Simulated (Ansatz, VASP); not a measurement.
HC4: VASP beside Ansatz

File INCAR:

```
SYSTEM = HC4
PREC = Accurate
ENCUT = 520
EDIFF = 1E-7
ISMEAR = 0
SIGMA = 0.1
LREAL = .FALSE.
LASPH = .TRUE.
NELM = 60
ALGO = Normal
ISIF = 2
LWAVE = .FALSE.
LCHARG = .TRUE.
LDIPOL = .TRUE.
IDIPOL = 3
DIPOL = 0.5 0.5 0.234
GGA = PE
IVDW = 12
LELF = .TRUE.
LVHAR = .TRUE.
LVACPOTAV = .TRUE.
NBANDS = 28
```

Contents of KPOINTS:

```
Automatic mesh
0
G
  6 6 1
  0 0 0
```

The input POSCAR:

```
HC4
1.0
    4.9313048819      0.0000000000      0.0000000000
   -2.4656524409      4.2706353015      0.0000000000
    0.0000000000      0.0000000000     18.0000331942
C H
8 2
Direct
    0.3333333333      0.1666666667      0.2222236565
    0.3333333333      0.6666666667      0.2222236565
    0.8333333333      0.1666666667      0.2222236565
    0.8333333333      0.6666666667      0.2222236565
    0.1666666667      0.3333333333      0.2222218124
    0.1666666667      0.8333333333      0.2222218124
    0.6666666667      0.3333333333      0.2222218124
    0.6666666667      0.8333333333      0.2222218124
    0.1817507365      0.1666666667      0.2827791004
    0.4849159302      0.1666666667      0.2827791004
```

Input for Ansatz:

```yaml
crystal:
  lattice:
    - [4.9313048819, 0.0, 0.0]
    - [-2.4656524409, 4.2706353015, 0.0]
    - [0.0, 0.0, 18.0000331942]
  atoms:
    - { symbol: C, position: [0.3333333333, 0.1666666667, 0.2222236565] }
    - { symbol: C, position: [0.3333333333, 0.6666666667, 0.2222236565] }
    - { symbol: C, position: [0.8333333333, 0.1666666667, 0.2222236565] }
    - { symbol: C, position: [0.8333333333, 0.6666666667, 0.2222236565] }
    - { symbol: C, position: [0.1666666667, 0.3333333333, 0.2222218124] }
    - { symbol: C, position: [0.1666666667, 0.8333333333, 0.2222218124] }
    - { symbol: C, position: [0.6666666667, 0.3333333333, 0.2222218124] }
    - { symbol: C, position: [0.6666666667, 0.8333333333, 0.2222218124] }
    - { symbol: H, position: [0.1817507365, 0.1666666667, 0.2827791004] }
    - { symbol: H, position: [0.4849159302, 0.1666666667, 0.2827791004] }
basis:
  ecutwfc: 420
kpoints:
  mp_grid: { grid: [6, 6, 1] }
hamiltonian:
  xc: pbe
  pseudopotentials: { kind: paw, azcp: { folder: soft_1 } }
  dispersion: d3bj
scf:
  occupations: { method: gaussian, width: 0.1 }
output:
  forces: true
  eigenvalues: true
efield:
  axis: 3
  dipole_correction: true
  ramp_width: 0.04
```

Alike in both runs: task single point; functional PBE; dispersion D3(BJ); k mesh 6 × 6 × 1; occupations gaussian, width 0.1 eV; no spin polarisation.

```csv
,VASP,Ansatz
version,VASP 6.6.1,Ansatz 0.2.0
potentials or method,"VASP PAW PBE potentials, release 64 (C, H), cutoff 520 eV","scalar-relativistic, plane waves, PAW"
valence electrons in the cell,34,34
```

|  | VASP | Ansatz | Ansatz less VASP |
| --- | --- | --- | --- |
| gap on the k mesh at the Fermi level (eV) | none | none | - |
| rms of the force components (eV/Å) | 1.090 | 1.090 | -0.0001 |
| work function, face that differs most (eV) | 3.52 | 3.51 | -0.003 |

Atom by atom the forces differ by 0.003 eV/Å (rms over components). A gap of «none» marks a metal or a gap that the smearing closes.
